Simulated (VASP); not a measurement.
C:

```xyz
2
Lattice="0.0000 2.0615 1.7040 1.5318 0.0000 1.7040 1.5318 2.0615 0.0000" Properties=species:S:1:pos:R:3 pbc="T T T"
C     1.5318    2.0615    1.7040
C     2.2977    3.0923    2.5560
```

This cell differs from its parent crystal: strain +e along x and -e along y -0.1500, strain +e along z and -e/2 along x and y -0.0350.

Base run:

```yaml
Program: VASP 6.6.1
Functional: LDA
Potentials_or_basis: VASP PAW LDA potentials, release 64 (C)
Cutoff: 520 eV
k_mesh: 12 × 12 × 12
Occupations: gaussian, width 0.05 eV
Spin: no spin polarisation
```

Its results: band gap on the k mesh zero (band 4 reaches 12.64 eV, above the bottom of band 5 at 11.93 eV); pressure 14.6 GPa.

Problem. The run is repeated on the same cell with these changes: potentials or basis from VASP PAW LDA potentials, release 64 (C) to VASP PAW LDA potentials, release 64 (C_h); cutoff from 520 eV to 910 eV. What comes out?

Solution. Band gap on the k mesh zero (band 4 reaches 13.85 eV, above the bottom of band 5 at 13.13 eV); pressure 13.8 GPa.

Caveats: the cutoff is under 1.25 times the usual one of these potentials, so pressure, stress and relaxed cells hold a basis-set (Pulay) error (some runs).
